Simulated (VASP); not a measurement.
Input of a VASP 6.6.1 run:

The input INCAR:

```
  ALGO = Normal
  DIPOL = 0.5 0.5 0.658
  EDIFF = 1E-6
  ENCUT = 520
  GGA = PE
  IDIPOL = 3
  ISIF = 2
  ISMEAR = 0
  IVDW = 12
  LASPH = T
  LCHARG = F
  LDIPOL = T
  LREAL = F
  LWAVE = F
  NBANDS = 16
  NELM = 60
  PREC = Accurate
  SIGMA = 0.1
```

The input KPOINTS:

```
k-points
0
Gamma
  3 3 1
```

Contents of POSCAR:

```
H5CN
1.0
    7.0632143068      0.0000000000      0.0000000000
   -2.3544047689      6.6592623111      0.0000000000
    0.0000000000      0.0000000000     25.9815903319
C N H
1 1 5
Direct
    1.3587479814      0.6985266687      0.6667541200
    1.1928923790      0.7007272965      0.6325622543
    1.4822618833      0.8420992451      0.6630862562
    1.4165803412      0.5796758145      0.6539966505
    1.3168565676      0.6736554850      0.7077081369
    1.1349033347      0.8089800909      0.6440489507
    1.0765025923      0.5671780683      0.6350709909
```

Potentials or basis: VASP PAW PBE potentials, release 64 (C, N, H).

Launch:

```bash
$ cat potpaw_PBE.64/C/POTCAR potpaw_PBE.64/N/POTCAR potpaw_PBE.64/H/POTCAR > POTCAR
$ mpirun -np 1 vasp_std > vasp.out
```

Question: Predict the largest force.

Answer: 0.312 eV/Å.

Question: Predict the dispersion energy per atom.

Answer: -0.011 eV.

Forces on the atoms (eV/Å):
```
C   -0.221 -0.020 -0.220
N   -0.110 -0.068  0.130
H   -0.019 -0.019  0.024
H   -0.028  0.028  0.031
H    0.093 -0.006  0.129
H    0.141 -0.090 -0.058
H    0.145  0.173 -0.035
```
